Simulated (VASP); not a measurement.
Runs of VASP 6.6.1 on Mn. The structure is that of space group Im-3m (No. 229), or close to it. The cells are those of the table. This isn't the form of Mn at room conditions, which is a 58-atom cubic cell.

```tsv
spin	cell	k mesh	gap on the mesh (eV)	pressure (GPa)
off	a = 2.391 Å, angles 109.5°, 1 atom	18 × 18 × 18	none	0.4
non-collinear, zero start, SOC	a = 2.391 Å, angles 109.5°, 1 atom	16 × 16 × 16	-	0.2
off	a = 2.422 Å, angles 109.5°, 1 atom	18 × 18 × 18	none	(a)
off	a = 2.453 Å, angles 109.5°, 1 atom	18 × 18 × 18	none	-19.6
off	a = 2.391 Å, angles 109.5°, 1 atom	26 × 26 × 26	none	0.2
```

Alike in all rows: task single point; level r2SCAN; potentials or basis VASP PAW PBE potentials, release 64 (Mn_pv); cutoff (eV) 520; smearing fermi-dirac 0.1 eV.

Question: Estimate the missing entries.

Answer: (a) -10.6.

Caveats: the PAW data sets were made with another functional, which shifts forces and pressure a little; the cell stands under tension (at least some runs).

A gap of «none» marks levels without a gap at the run's occupations.
